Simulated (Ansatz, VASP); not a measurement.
## CaO in VASP and in Ansatz

```
Ca O
1.0
     0.00000    2.34880    2.34880
     2.34880    0.00000    2.34880
     2.34880    2.34880    0.00000
Ca O
1 1
Cartesian
  0.0000 0.0000 0.0000
  2.3488 2.3488 2.3488
```

Alike in both runs: task single point; functional HSE06; k mesh 4 × 4 × 4; occupations fermi-dirac, width 0.05 eV; no spin polarisation.

|  | VASP | Ansatz |
| --- | --- | --- |
| version | VASP 6.6.1 | Ansatz 0.2.0 development build |
| potentials or method | VASP PAW PBE potentials, release 64 (Ca_sv, O) | plane waves, PAW datasets (generated soft set 1) |
| plane-wave cutoff (eV) | 520 | 420 |
| valence electrons in the cell | 16 | 16 |

Ansatz gave:

- gap on the k mesh at the Fermi level (eV): 5.30

Question: What did VASP give for the same quantities?

Answer: gap on the k mesh at the Fermi level (eV): 5.28.

The k mesh is coarse, so the values compare programs but aren't converged.
